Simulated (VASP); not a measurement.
# Li (P1) in VASP: further runs, part 2 of 2

VASP 6.6.1. Earlier steps stand in the parts before.

## (4) Single point, PBE

Input file INCAR:

```
SYSTEM = Li
  PREC = Accurate
  ENCUT = 520
  EDIFF = 1E-7
  ISMEAR = -1
  SIGMA = 0.1
  LREAL = Auto
  LASPH = .True.
  NELM = 100
  ALGO = Normal
  ISIF = 2
  LWAVE = .False.
  LCHARG = .False.
  GGA = PE
  NBANDS = 38
```

Input file KPOINTS:

```
Automatic mesh
0
Gamma
  2 2 2
  0 0 0
```

Input file POSCAR:

```
Li
1.0
    7.0944470000      0.0000000000      0.0000000000
    0.0000000000      7.0944470000      0.0000000000
    0.0000000000      0.0000000000      7.0944470000
Li
16
Direct
    0.2111792505      0.1602802868     -0.0543946554
    0.4633624016     -0.2255003103     -0.0415959130
    0.0307423538      0.5692903196     -0.0708864271
    0.0634016999      0.0733954317      0.4305902913
    0.2640515885      0.3912214722      0.2267830037
    0.4871133719      0.4042316477     -0.1513860065
    0.4229505133     -0.0153218426      0.6010193606
    0.7812307288      0.2232309298      0.0751714686
   -0.0346186250      0.4905244905      0.4111948401
    0.2737634096      0.7988783340      0.2564963837
    0.1500328355      0.2987970733      0.6536520746
    0.5612276757      0.6737100157      0.4437414220
    0.7485009050      0.9218195583      0.1966608532
    0.7503897062      0.2632763343      0.6485776834
    0.2864071012      0.6933168998      0.6571759575
    0.8589252975      0.8369926507      0.6948533127
```

Command:

```
cat potpaw_PBE.64/Li_sv/POTCAR > POTCAR
mpirun -np 1 vasp_std > vasp.out
```

Wall time 3 min (1 thread of Intel Xeon Platinum 8259CL at 2.50GHz (Skylake/Cascade Lake), shared host); peak memory 0.37 GiB.

The run converged. Its results:

```yaml
Free_energy: -27.0565 eV
Largest_force: 1.163 eV/Å
Band_gap_on_the_k_mesh: zero (bands 24 and 25 overlap by 0.68 eV)
```

Forces on the atoms (eV/Å):
```
Li  -0.228 -0.914  0.386
Li   0.404  0.164 -0.087
Li  -0.127 -0.065  0.268
Li  -0.243 -0.462 -0.466
Li   0.586 -0.023  0.222
Li  -0.041  0.289  0.103
Li   0.448  1.011 -0.059
Li   0.196  0.767 -0.142
Li  -0.345  0.569 -0.224
Li  -0.610  0.164 -0.039
Li   0.296  0.557  0.046
Li   0.605 -0.692 -0.118
Li   0.073 -0.685  0.343
Li   0.033 -0.203 -0.202
Li  -0.980 -0.621 -0.080
Li  -0.067  0.144  0.048
```

Levels at points of the mesh, in eV from the Fermi level:
```tsv
k point	band 19	band 20	band 21	band 22	band 23	band 24	band 25	band 26	band 27	band 28
(0.00, 0.00, 0.00)	-1.13	-1.03	-0.93	-0.84	-0.64	0.44	0.55	0.69	0.74	0.92
(0.50, 0.00, 0.00)	-0.78	-0.57	-0.53	-0.48	-0.43	-0.34	-0.17	-0.06	0.95	1.21
(0.00, 0.50, 0.00)	-0.74	-0.60	-0.50	-0.47	-0.37	-0.29	-0.25	-0.10	1.10	1.25
(0.00, 0.00, 0.50)	-0.78	-0.68	-0.53	-0.52	-0.41	-0.25	-0.12	0.00	1.00	1.43
(0.50, 0.50, 0.00)	-1.98	-1.92	-0.38	-0.21	-0.09	0.08	0.19	0.24	0.69	0.80
(0.00, 0.50, 0.50)	-2.03	-1.98	-0.27	-0.22	-0.03	0.12	0.24	0.35	0.54	0.73
(0.50, 0.00, 0.50)	-2.06	-1.89	-0.27	-0.19	-0.08	0.11	0.17	0.30	0.65	0.66
(0.50, 0.50, 0.50)	-1.66	-1.54	-1.48	-1.47	-1.29	-1.14	1.60	1.74	1.88	2.08
```

Caveat: the k points lie up to 0.44 Å⁻¹ apart, too coarse for converged energies and pressures of a metal; the cutoff is under 1.25 times the usual one of these potentials, so pressure, stress and relaxed cells hold a basis-set (Pulay) error; forces of over 1 eV/Å act on the atoms, so gaps and moduli don't describe the material at rest.

## (5) Single point, PBE

This run uses another cell than the first one, of 22.57 Å³/atom.

Input file INCAR:

```
SYSTEM = Li
PREC = Accurate
ENCUT = 520
EDIFF = 1E-6
ISMEAR = -1
SIGMA = 0.1
LREAL = Auto
LASPH = .TRUE.
NELM = 60
ALGO = Normal
ISIF = 2
LWAVE = .FALSE.
LCHARG = .TRUE.
GGA = PE
LELF = .TRUE.
LVHAR = .TRUE.
NBANDS = 38
```

Input file KPOINTS:

```
regular mesh
0
G
  2 2 2
  0 0 0
```

Input file POSCAR:

```
Li
1.0
    7.1208340000      0.0000000000      0.0000000000
    0.0000000000      7.1208340000      0.0000000000
    0.0000000000      0.0000000000      7.1208340000
Li
16
Direct
    0.0879672241      0.0412592121     -0.0181439421
    0.5049548971      0.0461884100     -0.1318525330
    0.0552463377      0.4916699364     -0.0678853067
    0.0231152699      0.1422867041      0.4046155268
    0.3555482406      0.2885757483      0.1379613680
    0.4907149921      0.5928238181     -0.0960421209
    0.4662656088      0.0404166141      0.4099660236
    0.7064200626      0.2991082224      0.1324283083
    0.0017554124      0.5479976081      0.4155973865
    0.2515014393      0.7998220433      0.2016898582
    0.2141743509      0.3209595955      0.6851023349
    0.5346283876      0.4365078585      0.5465651917
    0.6174557643      0.7850063630      0.2091328066
    0.8360958843      0.2468952373      0.7107032687
    0.3053855770      0.7911573279      0.6285218838
    0.8337927833      0.7657670436      0.7605991096
```

Command:

```
cat potpaw_PBE.64/Li_sv/POTCAR > POTCAR
mpirun -np 1 vasp_std > vasp.out
```

Run time: 2.7 min. Hardware: 1 thread of Intel Xeon Platinum 8259CL at 2.50GHz (Skylake/Cascade Lake), shared host; peak memory 0.38 GiB.

Results (log left out):

```yaml
Free_energy: -28.3935 eV
Largest_force: 0.764 eV/Å
Band_gap_on_the_k_mesh: zero (bands 24 and 25 overlap by 0.64 eV)
```

Forces in eV/Å, atoms in the order of the input:
```
Li  -0.200  0.049 -0.233
Li  -0.026 -0.015 -0.012
Li  -0.122  0.320  0.517
Li   0.045 -0.439 -0.321
Li  -0.597  0.290  0.201
Li  -0.081 -0.205  0.040
Li   0.192  0.523  0.357
Li   0.611  0.029  0.041
Li  -0.077  0.028 -0.079
Li  -0.181 -0.342 -0.093
Li   0.439 -0.325 -0.080
Li   0.203  0.237 -0.428
Li   0.742 -0.181 -0.002
Li  -0.439 -0.015  0.189
Li  -0.441 -0.118  0.139
Li  -0.068  0.165 -0.238
```

Levels at points of the mesh, in eV from the Fermi level:
```
           k point  band 20  band 21  band 22  band 23  band 24  band 25  band 26  band 27
(0.00, 0.00, 0.00)    -0.94    -0.91    -0.80    -0.76     0.36     0.40     0.55     0.71
(0.50, 0.00, 0.00)    -0.55    -0.51    -0.47    -0.35    -0.23    -0.21    -0.15     0.89
(0.00, 0.50, 0.00)    -0.58    -0.50    -0.48    -0.40    -0.34    -0.25    -0.12     1.07
(0.00, 0.00, 0.50)    -0.59    -0.49    -0.46    -0.40    -0.37    -0.28    -0.09     1.10
(0.50, 0.50, 0.00)    -1.85    -0.18    -0.14    -0.02     0.00     0.17     0.33     0.47
(0.00, 0.50, 0.50)    -1.96    -0.20    -0.03     0.03     0.07     0.14     0.28     0.51
(0.50, 0.00, 0.50)    -1.88    -0.33    -0.08    -0.04     0.05     0.24     0.33     0.49
(0.50, 0.50, 0.50)    -1.56    -1.52    -1.42    -1.33    -1.13     1.78     1.94     1.99
```

Caveat: the k points lie up to 0.44 Å⁻¹ apart, too coarse for converged energies and pressures of a metal; the cutoff is under 1.25 times the usual one of these potentials, so pressure, stress and relaxed cells hold a basis-set (Pulay) error; the atoms stand as in a frame of molecular dynamics.

## (6) The runs side by side

| cell | gap on the mesh (eV) | largest force (eV/Å) |
| --- | --- | --- |
| a = 7.094 Å, 16 atoms, atomic positions A | none | 1.16 |
| a = 7.094 Å, 16 atoms, atomic positions B | none | 0.71 |
| a = 7.094 Å, 16 atoms, atomic positions C | none | 1.16 |
| a = 7.121 Å, 16 atoms, atomic positions D | none | 0.76 |

Alike in all rows: task single point; level PBE; potentials or basis VASP PAW PBE potentials, release 64 (Li_sv); no spin polarisation; k mesh 2 × 2 × 2; cutoff (eV) 520; smearing fermi-dirac 0.1 eV.

Caveats: all runs use coarse meshes; the cutoff is under 1.25 times the usual one of these potentials, so pressure, stress and relaxed cells hold a basis-set (Pulay) error; forces of over 1 eV/Å act on the atoms, so gaps and moduli don't describe the material at rest (at least some runs); the atoms stand as in a frame of molecular dynamics (at least some runs).

Absolute energies hang on the potentials; compare differences alone.
